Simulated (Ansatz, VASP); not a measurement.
# One calculation of Sr2C, two programs

```
C Sr
1.0
     0.00000    3.36014    3.36014
     3.36014    0.00000    3.36014
     3.36014    3.36014    0.00000
C Sr
1 2
Direct
  0.00000 0.00000 0.00000
  0.25000 0.25000 0.25000
  0.75000 0.75000 0.75000
```

Alike in both runs: task single point; functional PBE-based screened hybrid with a share of 0.75 of exact exchange and HFSCREEN = 0.5; k mesh 4 × 4 × 4; occupations fermi-dirac, width 0.02 eV; no spin polarisation.

|  | VASP | Ansatz |
| --- | --- | --- |
| version | VASP 6.6.1 | Ansatz 0.2.0 |
| potentials or method | VASP PAW PBE potentials, release 64 (C, Sr_sv) | plane waves |
| plane-wave cutoff (eV) | 520 | 420 |
| valence electrons in the cell | 24 | 24 |

|  | VASP | Ansatz | Ansatz less VASP |
| --- | --- | --- | --- |
| pressure (GPa) | -0.2 | -0.4 | -0.16 |

VASP's potentials were made for PBE, not for PBE-based screened hybrid. With one functional, cell and mesh, what is left measures potentials, basis and numerics. Ansatz's warnings: stress exchange threshold loose, stress scf threshold loose.
